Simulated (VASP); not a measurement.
# NaI (I4/mmm) in VASP: notebook

Runs on NaI. Level: r2SCAN. Tasks: single point.

Program: VASP 6.6.1. These are calculated values, not measurements. Logs are shortened: lines on timing, memory, paths and dates and some standing lists are left out, and cuts for length are marked.

### Step 1. The cell of the first run

The structure is tetragonal, space group I4/mmm (No. 139). The conventional cell has a = 5.284 Å, b = 5.284 Å, c = 4.857 Å, α = 90.00°, β = 90.00°, γ = 90.00°. Within 3.2 Å of Na (site symmetry 4/mmm) lie 2 I at 2.43 Å. Within 3.2 Å of I (site symmetry 4/mmm) lie 2 Na at 2.43 Å.

### Step 2. Single point, r2SCAN

Input file POSCAR:

```
NaI
1.0
    0.0000000000      3.7361508850      2.4284980752
    3.7361508850      0.0000000000      2.4284980752
    3.7361508850      3.7361508850      0.0000000000
Na I
1 1
Direct
    0.0000000000      0.0000000000      0.0000000000
    0.5000000000      0.5000000000      0.5000000000
```

Input file INCAR.step1:

```
PREC = Accurate ; ENCUT = 520
ISMEAR = 0 ; SIGMA = 0.05
LREAL = F ; LASPH = T
NELM = 60 ; NBANDS = 14
GGA = PE ; ALGO = Normal
EDIFF = 1E-4 ; LWAVE = T
LCHARG = F
```

Input file INCAR.step2:

```
PREC = Accurate ; ENCUT = 520
EDIFF = 1E-6 ; ISMEAR = 0
SIGMA = 0.05 ; LREAL = F
LASPH = T ; NELM = 60
ALGO = Normal ; ISIF = 2
LWAVE = F ; LCHARG = F
METAGGA = R2SCAN ; LMIXTAU = T
NBANDS = 14 ; ISTART = 1
```

Input file KPOINTS:

```
regular mesh
0
Gamma
  8 8 8
```

Potentials or basis: VASP PAW PBE potentials, release 64 (Na_pv, I).

Started as:

```bash
cat potpaw_PBE.64/Na_pv/POTCAR potpaw_PBE.64/I/POTCAR > POTCAR
cp INCAR.step1 INCAR
mpirun -np 1 vasp_std > vasp.out
cp INCAR.step2 INCAR
mpirun -np 1 vasp_std > vasp.out
```

OUTCAR:

```text
PREC = Accurate
   ENCUT = 520
   EDIFF = 1E-6
   ISMEAR = 0
   LREAL = F
   LASPH = T
   NELM = 60
   ISIF = 2
   METAGGA = R2SCAN
   ISTART = 1

 ion  position               nearest neighbor table
   1  0.000  0.000  0.000-   2 2.43   2 2.43
   2  0.500  0.500  0.500-   1 2.43   1 2.43

  LATTYP: Found a body centered tetragonal cell.
 ALAT       =     5.2837152526
 C/A-ratio  =     0.9192388155

  Lattice vectors:

 A1 = (   0.0000000000,  -3.7361508850,  -2.4284980752)
 A2 = (   0.0000000000,   3.7361508850,  -2.4284980752)
 A3 = (   3.7361508850,   0.0000000000,   2.4284980752)

Analysis of symmetry for initial positions (statically):
=====================================================================
 Subroutine PRICEL returns:
 Original cell was already a primitive cell.

 Routine SETGRP: Setting up the symmetry group for a
 body centered tetragonal supercell.

 Subroutine GETGRP returns: Found 16 space group operations
 (whereof 16 operations were pure point group operations)
 out of a pool of 16 trial point group operations.

The static configuration has the point symmetry D_4h.

Analysis of symmetry for dynamics (positions and initial velocities):
=====================================================================
 Subroutine PRICEL returns:
 Original cell was already a primitive cell.

 Routine SETGRP: Setting up the symmetry group for a
 body centered tetragonal supercell.

 Subroutine GETGRP returns: Found 16 space group operations
 (whereof 16 operations were pure point group operations)
 out of a pool of 16 trial point group operations.

The dynamic configuration has the point symmetry D_4h.

 Subroutine INISYM returns: Found 16 space group operations
 (whereof 16 operations are pure point group operations),
 and found     1 'primitive' translations

----------------------------------------------------------------------------------------

                                     Primitive cell

  volume of cell :      67.7980

  direct lattice vectors                    reciprocal lattice vectors
     0.000000000  3.736150885  2.428498075    -0.133827572  0.133827572  0.205888572
     3.736150885  0.000000000  2.428498075     0.133827572 -0.133827572  0.205888572
     3.736150885  3.736150885  0.000000000     0.133827572  0.133827572 -0.205888572

  length of vectors
     4.456055019  4.456055019  5.283715253     0.279660047  0.279660047  0.279660047

  position of ions in fractional coordinates (direct lattice)
[... 89 lines left out ...]
   PSTRESS=    0.0 pullay stress
   NELECT =      14.0000    total number of electrons
   NUPDOWN=      -1.0000    fix difference up-down
   EMIN   =  10.00;   EMAX   =-10.00  energy-range for DOS
   EFERMI =   0.00;   METHOD = LEGACY
   ISMEAR =     0;   SIGMA  =   0.05  broadening in eV -4-tet -1-fermi 0-gaus
   EFERMI_NEDOS =   21; number of points for ismear=-14 and -15
   IALGO  =     38    algorithm
   IMIX   =      4    mixing-type and parameters
     AMIX     =   0.40;   BMIX     =  1.00
     AMIX_MAG =   1.60;   BMIX_MAG =  1.00
  volume/ion in A,a.u.               =      33.90       228.76
  Fermi-wavevector in a.u.,A,eV,Ry     =   0.967636  1.828567 12.739397  0.936319
  Thomas-Fermi vector in A             =   2.097538
   LORBIT       =      0    0 simple, 1 ext, 2 COOP (PROOUT), +10 PAW based schemes
   METAGGA = R2SCAN    functional components
   LHFCALC =     F    Hartree Fock is set to
   AEXX    =    0.0000 exact exchange contribution
   IVDW    =     0    specifies the selected vdW correction
   LEPSILON=     F    determine dielectric tensor
   LRPA    =     F    only Hartree local field effects (RPA)
 non-spin polarized calculation
 Gauss-broadening in eV      SIGMA  =   0.05
  energy-cutoff  :      520.00
  volume of cell :       67.80
 maximum number of plane-waves:      1849
 NGX is ok and might be reduce to    36

 number of electron      13.9999995 magnetization

 Free energy of the ion-electron system (eV)
  ---------------------------------------------------
  ext. energy  EPLUGINS =         0.00000000
  ---------------------------------------------------
  free energy    TOTEN  =       -29.57400005 eV

  energy without entropy =      -29.57400005  energy(sigma->0) =      -29.57400005

 E-fermi :   0.7439     XC(G=0):  -7.8821

 val. band max:        0.4811779949   @ k =   0.5000   0.0000   0.5000
 cond. band min:       4.8337664072   @ k =   0.0000   0.0000   0.0000
 fundamental gap:      4.3525884124
 Fermi energy:         0.7438751978

 k-point     1 :       0.0000    0.0000    0.0000
  band No.  band energies     occupation
      1     -22.8196      2.00000
      2     -22.6502      2.00000
      3     -22.6501      2.00000
      4     -11.1284      2.00000
      5       0.1303      2.00000
      6       0.4461      2.00000
      7       0.4461      2.00000
      8       4.8338      0.00000
      9       8.5916      0.00000
     10       8.9659      0.00000
     11       8.9659      0.00000
     12      11.4824      0.00000
     13      11.4870      0.00000
     14      11.4871      0.00000
[... 377 lines left out ...]
      1     -22.8269      2.00000
      2     -22.6518      2.00000
      3     -22.6505      2.00000
      4     -10.8169      2.00000
      5      -1.2307      2.00000
      6      -0.2479      2.00000
      7       0.1124      2.00000
      8       6.4385      0.00000
      9       7.7456      0.00000
     10       8.5677      0.00000
     11      10.8021      0.00000
     12      11.6753      0.00000
     13      11.8359      0.00000
     14      12.8498      0.00000

 [... further k-points ...]

------------------------ aborting loop because EDIFF is reached ----------------------------------------

  FORCE on cell =-STRESS in cart. coord.  units (eV):
  Direction    XX          YY          ZZ          XY          YZ          ZX
  --------------------------------------------------------------------------------------
  -------------------------------------------------------------------------------------
  Total       -0.3876289     -0.3876289     15.1012863      0.0000000     -0.0000000      0.0000000
  in kB       -9.1603095     -9.1603095    356.8682815      0.0000000     -0.0000000      0.0000000
  external PRESSURE =     112.8492209 kB  Pullay stress =       0.0000000 kB

 VOLUME and BASIS-vectors are now :
 -----------------------------------------------------------------------------
  energy-cutoff  :      520.00
  volume of cell :       67.80
      direct lattice vectors                 reciprocal lattice vectors
     0.000000000  3.736150885  2.428498075    -0.133827572  0.133827572  0.205888572
     3.736150885  0.000000000  2.428498075     0.133827572 -0.133827572  0.205888572
     3.736150885  3.736150885  0.000000000     0.133827572  0.133827572 -0.205888572

 POSITION                                       TOTAL-FORCE (eV/Angst)
 -----------------------------------------------------------------------------------
      0.00000      0.00000      0.00000        -0.000000      0.000000      0.000000
      3.73615      3.73615      2.42850         0.000000     -0.000000      0.000000
 -----------------------------------------------------------------------------------
    total drift:                                0.000000      0.000000      0.000000

  FREE ENERGIE OF THE ION-ELECTRON SYSTEM (eV)
  ---------------------------------------------------
  free  energy   TOTEN  =       -29.5740000478 eV

  energy  without entropy=      -29.5740000478  energy(sigma->0) =      -29.57400005
```

OUTCAR.step1:

```text
PREC = Accurate
   ENCUT = 520
   ISMEAR = 0
   LREAL = F
   LASPH = T
[... 630 lines left out ...]
 -----------------------------------------------------------------------------------
      0.00000      0.00000      0.00000         0.000000      0.000000      0.000000
      3.73615      3.73615      2.42850        -0.000000     -0.000000      0.000000
 -----------------------------------------------------------------------------------
    total drift:                                0.000000      0.000000      0.000000

  FREE ENERGIE OF THE ION-ELECTRON SYSTEM (eV)
  ---------------------------------------------------
  free  energy   TOTEN  =        -3.9234533984 eV

  energy  without entropy=       -3.9234533984  energy(sigma->0) =       -3.92345340
```

OSZICAR.step1:

```text
N       E                     dE             d eps       ncg     rms          rms(c)
DAV:   1     0.859884587034E+02    0.85988E+02   -0.65592E+03  1652   0.894E+02
DAV:   2     0.252690793023E+01   -0.83462E+02   -0.77639E+02  1736   0.223E+02
DAV:   3    -0.393046663494E+01   -0.64574E+01   -0.64205E+01  2156   0.614E+01
DAV:   4    -0.408241599573E+01   -0.15195E+00   -0.15192E+00  2076   0.982E+00
DAV:   5    -0.408575730769E+01   -0.33413E-02   -0.33413E-02  2270   0.137E+00    0.206E+00
DAV:   6    -0.394480547911E+01    0.14095E+00   -0.14377E-01  1916   0.208E+00    0.141E+00
DAV:   7    -0.391815690884E+01    0.26649E-01   -0.12498E-01  2098   0.195E+00    0.898E-01
DAV:   8    -0.392355550359E+01   -0.53986E-02   -0.96411E-03  1784   0.637E-01    0.252E-01
DAV:   9    -0.392332727191E+01    0.22823E-03   -0.38904E-04  2024   0.150E-01    0.444E-02
DAV:  10    -0.392344402612E+01   -0.11675E-03   -0.16368E-04  1946   0.912E-02    0.192E-02
DAV:  11    -0.392345339842E+01   -0.93723E-05   -0.14445E-05  1726   0.298E-02
   1 F= -.39234534E+01 E0= -.39234534E+01  d E =-.699386E-20
```

Wall time 6 min (1 thread of AMD EPYC 7R43 (Zen 3), shared host); peak memory 0.21 GiB.

Results:

| Quantity | Value |
| --- | --- |
| Free energy | -29.5740 eV |
| Pressure | 11.3 GPa |
| Band gap on the k mesh | 4.35 eV (least direct gap 4.39 eV) |

Levels at points of the mesh, in eV from the valence-band top:
| k point | band 3 | band 4 | band 5 | band 6 | band 7 | band 8 | band 9 | band 10 | band 11 | band 12 |
| --- | --- | --- | --- | --- | --- | --- | --- | --- | --- | --- |
| (0.00, 0.00, 0.00) | -23.13 | -11.61 | -0.35 | -0.04 | -0.04 | 4.35 | 8.11 | 8.48 | 8.48 | 11.00 |
| (0.50, 0.00, 0.00) | -23.13 | -11.11 | -2.33 | -0.74 | -0.47 | 5.41 | 6.78 | 9.35 | 10.85 | 11.21 |
| (0.50, 0.50, 0.00) | -23.14 | -11.11 | -1.46 | -1.46 | -1.37 | 5.29 | 6.27 | 11.55 | 11.55 | 12.10 |
| (0.50, 0.00, 0.50) | -23.13 | -11.32 | -2.12 | -0.82 | 0.00 | 5.99 | 7.22 | 9.32 | 10.45 | 10.47 |

Caveat: the cell stands under pressure; the PAW data sets were made with another functional, which shifts forces and pressure a little; spin-orbit coupling is left out, which moves the levels of the heavy elements. A k mesh can miss the band edges.

### Step 3. Single point, r2SCAN

This run uses another cell than the first one, of the same volume but with other edges.

Input file POSCAR:

```
NaI
1.0
    0.0000000000      2.8272558161      4.2408837241
    2.8272558161      0.0000000000      4.2408837241
    2.8272558161      2.8272558161      0.0000000000
Na I
1 1
Direct
    0.0000000000      0.0000000000      0.0000000000
    0.5000000000      0.5000000000      0.5000000000
```

Input file INCAR.step1:

```
SYSTEM = NaI
PREC = Accurate
ENCUT = 520
ISMEAR = 0
SIGMA = 0.05
LREAL = .FALSE.
LASPH = .TRUE.
NELM = 60
NBANDS = 14
GGA = PE
ALGO = Normal
EDIFF = 1E-4
LWAVE = .TRUE.
LCHARG = .FALSE.
```

Input file INCAR.step2:

```
SYSTEM = NaI
PREC = Accurate
ENCUT = 520
EDIFF = 1E-6
ISMEAR = 0
SIGMA = 0.05
LREAL = .FALSE.
LASPH = .TRUE.
NELM = 60
ALGO = Normal
ISIF = 2
LWAVE = .FALSE.
LCHARG = .TRUE.
METAGGA = R2SCAN
LMIXTAU = .TRUE.
LELF = .TRUE.
LVHAR = .TRUE.
NBANDS = 14
ISTART = 1
```

Input file KPOINTS:

```
regular mesh
0
G
  8 8 8
  0 0 0
```

Potentials or basis: VASP PAW PBE potentials, release 64 (Na_pv, I).

Started as:

```bash
cat potpaw_PBE.64/Na_pv/POTCAR potpaw_PBE.64/I/POTCAR > POTCAR
cp INCAR.step1 INCAR
mpirun -np 1 vasp_std > vasp.out
cp INCAR.step2 INCAR
mpirun -np 1 vasp_std > vasp.out
```

Wall time 4.2 min (1 thread of AMD EPYC 7R43 (Zen 3), shared host); peak memory 0.21 GiB.

It converged, with:

```
Free energy            : -30.5314 eV
Pressure               : 5.9 GPa
Band gap on the k mesh : 4.31 eV (least direct gap 4.38 eV)
```

Stress tensor (GPa, compression positive):
```
 9.52  0.00  0.00
 0.00  9.52  0.00
 0.00  0.00 -1.28
```

Levels at points of the mesh, in eV from the valence-band top:
```
           k point  band 5  band 6  band 7  band 8  band 9  band 10
(0.00, 0.00, 0.00)   -0.65   -0.07   -0.07    4.31    7.14     8.39
(0.50, 0.00, 0.00)   -2.72   -0.86   -0.01    5.30    7.88     9.00
(0.50, 0.50, 0.00)   -2.04   -0.23   -0.23    6.41    6.53     8.56
(0.50, 0.00, 0.50)   -2.24   -1.96   -0.46    5.46    6.09     9.50
```

Caveat: the cell stands under pressure; the PAW data sets were made with another functional, which shifts forces and pressure a little; spin-orbit coupling is left out, which moves the levels of the heavy elements. A k mesh can miss the band edges.

### Step 4. Single point, r2SCAN

This run uses another cell than the first one, of the same volume but with other edges.

Input file POSCAR:

```
NaI
1.0
    0.0000000000      3.2807397564      3.1495101662
    3.2807397564      0.0000000000      3.1495101662
    3.2807397564      3.2807397564      0.0000000000
Na I
1 1
Direct
    0.0000000000      0.0000000000      0.0000000000
    0.5000000000      0.5000000000      0.5000000000
```

Input file INCAR.step1:

```
PREC = Accurate ; ENCUT = 520
ISMEAR = 0 ; SIGMA = 0.05
LREAL = F ; LASPH = T
NELM = 60 ; NBANDS = 14
GGA = PE ; ALGO = Normal
EDIFF = 1E-4 ; LWAVE = T
LCHARG = F
```

Input file INCAR.step2:

```
PREC = Accurate ; ENCUT = 520
EDIFF = 1E-6 ; ISMEAR = 0
SIGMA = 0.05 ; LREAL = F
LASPH = T ; NELM = 60
ALGO = Normal ; ISIF = 2
LWAVE = F ; LCHARG = F
METAGGA = R2SCAN ; LMIXTAU = T
NBANDS = 14 ; ISTART = 1
```

Input file KPOINTS:

```
regular mesh
0
Gamma
  8 8 8
```

Potentials or basis: VASP PAW PBE potentials, release 64 (Na_pv, I).

Started as:

```bash
cat potpaw_PBE.64/Na_pv/POTCAR potpaw_PBE.64/I/POTCAR > POTCAR
cp INCAR.step1 INCAR
mpirun -np 1 vasp_std > vasp.out
cp INCAR.step2 INCAR
mpirun -np 1 vasp_std > vasp.out
```

OUTCAR:

```text
PREC = Accurate
   ENCUT = 520
   EDIFF = 1E-6
   ISMEAR = 0
   LREAL = F
   LASPH = T
   NELM = 60
   ISIF = 2
   METAGGA = R2SCAN
   ISTART = 1

 ion  position               nearest neighbor table
   1  0.000  0.000  0.000-   2 3.15   2 3.15
   2  0.500  0.500  0.500-   1 3.15   1 3.15

  LATTYP: Found a body centered tetragonal cell.
 ALAT       =     4.6396666581
 C/A-ratio  =     1.3576450199

  Lattice vectors:

 A1 = (   0.0000000000,  -3.2807397564,  -3.1495101662)
 A2 = (   0.0000000000,   3.2807397564,  -3.1495101662)
 A3 = (   3.2807397564,   0.0000000000,   3.1495101662)

Analysis of symmetry for initial positions (statically):
=====================================================================
 Subroutine PRICEL returns:
 Original cell was already a primitive cell.

 Routine SETGRP: Setting up the symmetry group for a
 body centered tetragonal supercell.

 Subroutine GETGRP returns: Found 16 space group operations
 (whereof 16 operations were pure point group operations)
 out of a pool of 16 trial point group operations.

[... 175 lines left out ...]
      4     -10.8682      2.00000
      5       0.4418      2.00000
      6       0.4961      2.00000
      7       0.4961      2.00000
      8       4.9197      0.00000
      9       8.8741      0.00000
     10       8.8741      0.00000
     11       9.1376      0.00000
     12      10.5819      0.00000
     13      11.0227      0.00000
     14      11.6049      0.00000
[... 377 lines left out ...]
      1     -22.7728      2.00000
      2     -22.7703      2.00000
      3     -22.7682      2.00000
      4     -10.6027      2.00000
      5      -1.2219      2.00000
      6       0.0709      2.00000
      7       0.1402      2.00000
      8       6.6025      0.00000
      9       8.1737      0.00000
     10       8.7023      0.00000
     11       9.3113      0.00000
     12      11.3097      0.00000
     13      12.2730      0.00000
     14      12.4277      0.00000

 [... further k-points ...]

------------------------ aborting loop because EDIFF is reached ----------------------------------------

  FORCE on cell =-STRESS in cart. coord.  units (eV):
  Direction    XX          YY          ZZ          XY          YZ          ZX
  --------------------------------------------------------------------------------------
  -------------------------------------------------------------------------------------
  Total       -0.2170252     -0.2170252      0.2580932      0.0000000      0.0000000      0.0000000
  in kB       -5.1286632     -5.1286632      6.0991683      0.0000000      0.0000000      0.0000000
  external PRESSURE =      -1.3860527 kB  Pullay stress =       0.0000000 kB

 VOLUME and BASIS-vectors are now :
 -----------------------------------------------------------------------------
  energy-cutoff  :      520.00
  volume of cell :       67.80
      direct lattice vectors                 reciprocal lattice vectors
     0.000000000  3.280739756  3.149510166    -0.152404652  0.152404652  0.158754846
     3.280739756  0.000000000  3.149510166     0.152404652 -0.152404652  0.158754846
     3.280739756  3.280739756  0.000000000     0.152404652  0.152404652 -0.158754846

 POSITION                                       TOTAL-FORCE (eV/Angst)
 -----------------------------------------------------------------------------------
      0.00000      0.00000      0.00000        -0.000000      0.000000     -0.000000
      3.28074      3.28074      3.14951         0.000000     -0.000000      0.000000
 -----------------------------------------------------------------------------------
    total drift:                                0.000000      0.000000      0.000000

  FREE ENERGIE OF THE ION-ELECTRON SYSTEM (eV)
  ---------------------------------------------------
  free  energy   TOTEN  =       -31.0791950977 eV

  energy  without entropy=      -31.0791950977  energy(sigma->0) =      -31.07919510
```

It took 5.4 min on 1 thread of AMD EPYC 7R43 (Zen 3), shared host; peak memory 0.19 GiB.

What came out:

```
Free energy            : -31.0792 eV
Pressure               : -0.1 GPa
Band gap on the k mesh : 4.42 eV
```

Stress tensor (GPa, compression positive):
```
-0.51  0.00  0.00
 0.00 -0.51  0.00
 0.00  0.00  0.61
```

Caveat: the PAW data sets were made with another functional, which shifts forces and pressure a little; spin-orbit coupling is left out, which moves the levels of the heavy elements.

### Step 5. Summary

```csv
cell,gap on the mesh (eV),pressure (GPa)
"a = 4.456, b = 4.456, c = 5.284 Å, angles 53.6, 53.6, 72.7°, 2 atoms",4.35,11.3
"a = 5.097, b = 5.097, c = 3.998 Å, angles 66.9, 66.9, 46.2°, 2 atoms",4.31,5.9
"a = 4.548, b = 4.548, c = 4.640 Å, angles 59.3, 59.3, 61.3°, 2 atoms",4.42,-0.1
```

Alike in all rows: task single point; level r2SCAN; potentials or basis VASP PAW PBE potentials, release 64 (Na_pv, I); no spin polarisation; k mesh 8 × 8 × 8; cutoff (eV) 520; smearing gaussian 0.05 eV.

Caveats: the PAW data sets were made with another functional, which shifts forces and pressure a little; spin-orbit coupling is left out, which moves the levels of the heavy elements; the cell stands under pressure (at least some runs).

Absolute energies hang on the potentials; compare differences alone.
